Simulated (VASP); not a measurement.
# Ir2Rh (P-6m2) in VASP: single point with PBE

Aim: the single point of Ir2Rh with PBE.

Everything below comes from runs of VASP 6.6.1. Logs are shortened: lines on timing, memory, paths and dates and some standing lists are left out, and cuts for length are marked.

## 1. The cell of the first run

The structure is hexagonal, space group P-6m2 (No. 187). Conventional cell: a = 2.739 Å, b = 2.739 Å, c = 13.293 Å, α = 90.00°, β = 90.00°, γ = 120.00°. Ir (site symmetry 3m) has 9 Ir at 2.73 to 2.74 Å and 3 Rh at 2.73 Å within 3.6 Å. Within 3.6 Å of Ir (site symmetry -6m2) lie 6 Rh at 2.71 Å and 6 Ir at 2.74 Å. Ir (site symmetry -6m2) has 12 Ir at 2.73 to 2.74 Å within 3.6 Å. Within 3.6 Å of Rh (site symmetry 3m) lie 6 Ir at 2.71 to 2.73 Å and 6 Rh at 2.74 Å.

## 2. Single point, PBE

INCAR

```
ALGO = All
EDIFF = 1E-6
ENCUT = 500
GGA = PE
GGA_COMPAT = F
ISEARCH = 1
ISIF = 2
ISMEAR = 0
KPAR = 4
LASPH = T
LCHARG = F
LREAL = F
LWAVE = F
NBANDS = 78
NELM = 300
PREC = Accurate
SIGMA = 0.2
```

KPOINTS

```
k-points
0
Gamma
  12 12 1
```

POSCAR

```
Ir2Rh
1.0
    2.7391563842      0.0000000000      0.0000000000
   -1.3695781921      2.3721790137      0.0000000000
    0.0000000000      0.0000000000     26.5866926000
Ir Rh
8 4
Direct
    0.3333333333      0.6666666667      0.4164840000
    0.3333333333      0.6666666667      0.9164840000
    0.3333333333      0.6666666667      0.0835160000
    0.3333333333      0.6666666667      0.5835160000
    0.3333333333      0.6666666667      0.2500000000
    0.3333333333      0.6666666667      0.7500000000
    0.6666666667      0.3333333333      0.0000000000
    0.6666666667      0.3333333333      0.5000000000
    0.6666666667      0.3333333333      0.1670990000
    0.6666666667      0.3333333333      0.6670990000
    0.6666666667      0.3333333333      0.3329010000
    0.6666666667      0.3333333333      0.8329010000
```

Potentials or basis: VASP PAW PBE potentials, release 64 (Ir, Rh_pv).

Started as:

```console
cat potpaw_PBE.64/Ir/POTCAR potpaw_PBE.64/Rh_pv/POTCAR > POTCAR
mpirun -np 4 vasp_std > vasp.out
```

OUTCAR:

```text
EDIFF = 1E-6
   ENCUT = 500
   GGA = PE
   ISIF = 2
   ISMEAR = 0
   LASPH = T
   LREAL = F
   NELM = 300
   PREC = Accurate

 ion  position               nearest neighbor table
   1  0.333  0.667  0.416-   8 2.73   8 2.73   8 2.73  11 2.73  11 2.73  11 2.73
   2  0.333  0.667  0.916-   7 2.73   7 2.73   7 2.73  12 2.73  12 2.73  12 2.73
   3  0.333  0.667  0.084-   7 2.73   7 2.73   7 2.73   9 2.73   9 2.73   9 2.73
   4  0.333  0.667  0.584-   8 2.73   8 2.73   8 2.73  10 2.73  10 2.73  10 2.73
   5  0.333  0.667  0.250-   9 2.71  11 2.71   9 2.71  11 2.71   9 2.71  11 2.71
   6  0.333  0.667  0.750-  10 2.71  12 2.71  10 2.71  12 2.71  10 2.71  12 2.71
   7  0.667  0.333  0.000-   2 2.73   3 2.73   2 2.73   3 2.73   2 2.73   3 2.73
   8  0.667  0.333  0.500-   1 2.73   4 2.73   1 2.73   4 2.73   1 2.73   4 2.73
   9  0.667  0.333  0.167-   5 2.71   5 2.71   5 2.71   3 2.73   3 2.73   3 2.73
  10  0.667  0.333  0.667-   6 2.71   6 2.71   6 2.71   4 2.73   4 2.73   4 2.73
  11  0.667  0.333  0.333-   5 2.71   5 2.71   5 2.71   1 2.73   1 2.73   1 2.73
  12  0.667  0.333  0.833-   6 2.71   6 2.71   6 2.71   2 2.73   2 2.73   2 2.73
[... 7 lines left out ...]
 A1 = (   2.7391563842,   0.0000000000,   0.0000000000)
 A2 = (  -1.3695781921,   2.3721790137,   0.0000000000)
 A3 = (   0.0000000000,   0.0000000000,  26.5866926000)

Analysis of symmetry for initial positions (statically):
=====================================================================
 Subroutine PRICEL returns following result:

  LATTYP: Found a hexagonal cell.
 ALAT       =     2.7391563842
 C/A-ratio  =     4.8530804509

  Lattice vectors:

 A1 = (   2.7391563842,   0.0000000000,   0.0000000000)
 A2 = (  -1.3695781921,   2.3721790137,   0.0000000000)
 A3 = (   0.0000000000,   0.0000000000,  13.2933463000)

   2 primitive cells build up your supercell.

 Routine SETGRP: Setting up the symmetry group for a
 hexagonal supercell.

 Subroutine GETGRP returns: Found 12 space group operations
 (whereof 12 operations were pure point group operations)
 out of a pool of 24 trial point group operations.

The static configuration has the point symmetry D_3h.

Analysis of symmetry for dynamics (positions and initial velocities):
=====================================================================
 Subroutine PRICEL returns following result:

  LATTYP: Found a hexagonal cell.
 ALAT       =     2.7391563842
 C/A-ratio  =     4.8530804509

  Lattice vectors:
[... 126 lines left out ...]
   PSTRESS=    0.0 pullay stress
   NELECT =     132.0000    total number of electrons
   NUPDOWN=      -1.0000    fix difference up-down
   EMIN   =  10.00;   EMAX   =-10.00  energy-range for DOS
   EFERMI =   0.00;   METHOD = LEGACY
   ISMEAR =     0;   SIGMA  =   0.20  broadening in eV -4-tet -1-fermi 0-gaus
   EFERMI_NEDOS =   21; number of points for ismear=-14 and -15
   IALGO  =     58    algorithm
   IMIX   =      4    mixing-type and parameters
     AMIX     =   0.40;   BMIX     =  1.00
     AMIX_MAG =   1.60;   BMIX_MAG =  1.00
  volume/ion in A,a.u.               =      14.40        97.15
  Fermi-wavevector in a.u.,A,eV,Ry     =   1.496660  2.828278 30.476947  2.239992
  Thomas-Fermi vector in A             =   2.608648
   LORBIT       =      0    0 simple, 1 ext, 2 COOP (PROOUT), +10 PAW based schemes
   GGA     = PE    functional components
   LHFCALC =     F    Hartree Fock is set to
   AEXX    =    0.0000 exact exchange contribution
   IVDW    =     0    specifies the selected vdW correction
   LEPSILON=     F    determine dielectric tensor
   LRPA    =     F    only Hartree local field effects (RPA)
 non-spin polarized calculation
 Gauss-broadening in eV      SIGMA  =   0.20
  energy-cutoff  :      500.00
  volume of cell :      172.75
 maximum number of plane-waves:      4467
 NGX is ok and might be reduce to    20
   NGX =  9   NGY =  9   NGZ = 97

 number of electron     131.9999992 magnetization

 Free energy of the ion-electron system (eV)
  ---------------------------------------------------
  ext. energy  EPLUGINS =         0.00000000
  ---------------------------------------------------
  free energy    TOTEN  =       -99.51332601 eV

  energy without entropy =      -99.18706937  energy(sigma->0) =      -99.35019769

 E-fermi :  10.5017     XC(G=0): -13.8395

 val. band max:       10.4994133185   @ k =   0.4167   0.0000   0.0000
 cond. band min:      10.5011604729   @ k =   0.0833   0.0000   0.0000
 fundamental gap:      0.0017471544
 Fermi energy:        10.5017108251

 k-point     1 :       0.0000    0.0000    0.0000
  band No.  band energies     occupation
      1     -36.4008      2.00000
      2     -36.4008      2.00000
      3     -36.3959      2.00000
      4     -36.3959      2.00000
      5     -36.0628      2.00000
      6     -36.0628      2.00000
[... 1528 lines left out ...]
     77      15.6974      0.00000
     78      16.1886      0.00000

------------------------ aborting loop because EDIFF is reached ----------------------------------------

  FORCE on cell =-STRESS in cart. coord.  units (eV):
  Direction    XX          YY          ZZ          XY          YZ          ZX
  --------------------------------------------------------------------------------------
  -------------------------------------------------------------------------------------
  Total        0.2745636      0.2745636      1.0182994      0.0000000     -0.0000000      0.0000000
  in kB        2.5463905      2.5463905      9.4440325      0.0000000     -0.0000000      0.0000000
  external PRESSURE =       4.8456045 kB  Pullay stress =       0.0000000 kB

 VOLUME and BASIS-vectors are now :
 -----------------------------------------------------------------------------
  energy-cutoff  :      500.00
  volume of cell :      172.75
      direct lattice vectors                 reciprocal lattice vectors
     2.739156384  0.000000000  0.000000000     0.365075906  0.210776673  0.000000000
    -1.369578192  2.372179014  0.000000000     0.000000000  0.421553346  0.000000000
     0.000000000  0.000000000 26.586692600     0.000000000  0.000000000  0.037612802

 POSITION                                       TOTAL-FORCE (eV/Angst)
 -----------------------------------------------------------------------------------
     -0.00000      1.58145     11.07293        -0.000000     -0.000000     -0.022208
     -0.00000      1.58145     24.36628        -0.000000     -0.000000     -0.022208
     -0.00000      1.58145      2.22041        -0.000000     -0.000000      0.022208
     -0.00000      1.58145     15.51376        -0.000000     -0.000000      0.022208
     -0.00000      1.58145      6.64667        -0.000000     -0.000000      0.000000
     -0.00000      1.58145     19.94002        -0.000000     -0.000000      0.000000
      1.36958      0.79073      0.00000        -0.000000     -0.000000      0.000000
      1.36958      0.79073     13.29335        -0.000000     -0.000000      0.000000
      1.36958      0.79073      4.44261        -0.000000      0.000000     -0.017172
      1.36958      0.79073     17.73596         0.000000      0.000000     -0.017172
      1.36958      0.79073      8.85074         0.000000      0.000000      0.017172
      1.36958      0.79073     22.14408         0.000000      0.000000      0.017172
 -----------------------------------------------------------------------------------
    total drift:                                0.000002     -0.000001      0.000000

  FREE ENERGIE OF THE ION-ELECTRON SYSTEM (eV)
  ---------------------------------------------------
  free  energy   TOTEN  =       -99.5133260144 eV

  energy  without entropy=      -99.1870677357  energy(sigma->0) =      -99.35019688
```

stdout:

```text
POSCAR found type information on POSCAR IrRh
 POSCAR found :  2 types and      12 ions
 scaLAPACK will be used
 LDA part: xc-table for (Slater+PW92), standard interpolation
 POSCAR, INCAR and KPOINTS ok, starting setup
 FFT: planning ... GRIDC
 FFT: planning ... GRID_SOFT
[... 95 lines left out ...]
  continued last = 0.063  step=  0.0548 harm=  0.0545 4th-ord=  0.0548
  steps along line     -0.21399E-04   0.21399E-04   0.21399E+00   0.63405E-01
  energies along line   0.76942E-06  -0.76942E-06   0.68860E-02  -0.95451E-03
 gam= 0.675 g(H,U,f)=  0.119E-01 0.105E-01 0.853E-03 ort(H,U,f) = 0.134E-01-0.107E-01-0.657E-03
 gam= 0.675 trial= 0.198  step=  0.3095 mean=  0.1981
 gam= 0.655 g(H,U,f)=  0.984E-02 0.487E-02 0.506E-03 ort(H,U,f) = 0.369E-02-0.992E-03 0.420E-03
 gam= 0.655 trial= 0.209  step=  0.1097 mean=  0.2092
 gam= 2.724 g(H,U,f)=  0.125E-01 0.260E-01 0.291E-
```

It took 9.9 min on 4 MPI ranks of Intel Xeon Platinum 8488C (Sapphire Rapids), shared host; peak memory 0.57 GiB.

What came out:

| Item | Value |
| --- | --- |
| Free energy | -99.5133 eV |
| Pressure | 0.5 GPa |
| Largest force | 0.022 eV/Å |
| Band gap on the k mesh | zero (bands 66 and 67 overlap by 2.11 eV) |

Forces on the atoms (eV/Å):
```
Ir   0.000  0.000 -0.022
Ir   0.000  0.000 -0.022
Ir   0.000  0.000  0.022
Ir   0.000  0.000  0.022
Ir   0.000  0.000  0.000
Ir   0.000  0.000  0.000
Ir   0.000  0.000  0.000
Ir   0.000  0.000  0.000
Rh   0.000  0.000 -0.017
Rh   0.000  0.000 -0.017
Rh   0.000  0.000  0.017
Rh   0.000  0.000  0.017
```

Caveat: spin-orbit coupling is left out, which moves the levels of the heavy elements.
